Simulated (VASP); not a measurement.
MgSe: single point with PBE

MgSe:

```xyz
2
Lattice="0.0000 2.7255 2.7255 2.7255 0.0000 2.7255 2.7255 2.7255 0.0000" Properties=species:S:1:pos:R:3 pbc="T T T"
Mg    0.0000    0.0000    0.0000
Se    2.7255    2.7255    2.7255
```

```
Program                : VASP 6.6.1
Task                   : single point
Functional             : PBE
Potentials or basis    : VASP PAW PBE potentials, release 64 (Mg, Se)
Cutoff                 : 600 eV
k mesh                 : 11 × 11 × 11
Occupations            : fermi-dirac, width 0.02 eV
Spin                   : no spin polarisation
Dipole correction      : no
Further INCAR settings : ALGO = Normal; EDIFF = 1e-06; NBANDS = 11
```

| Quantity | Value |
| --- | --- |
| Pressure | 1.9 GPa |
| Band gap on the k mesh | 1.89 eV, indirect (least direct gap 2.60 eV) |

Levels at points of the mesh, in eV from the valence-band top:
```
           k point  band 1  band 2  band 3  band 4  band 5  band 6  band 7  band 8  band 9
(0.00, 0.00, 0.00)  -12.94    0.00    0.00    0.00    2.60    7.41    7.41    7.41    9.97
```

Run time: 21 s on 1 thread of Intel(R) Xeon(R) Platinum 8488C (Sapphire Rapids), on a shared host, peak memory 0.18 GiB.

A k mesh can miss the band edges. As with any semilocal functional, this PBE gap is likely too small.
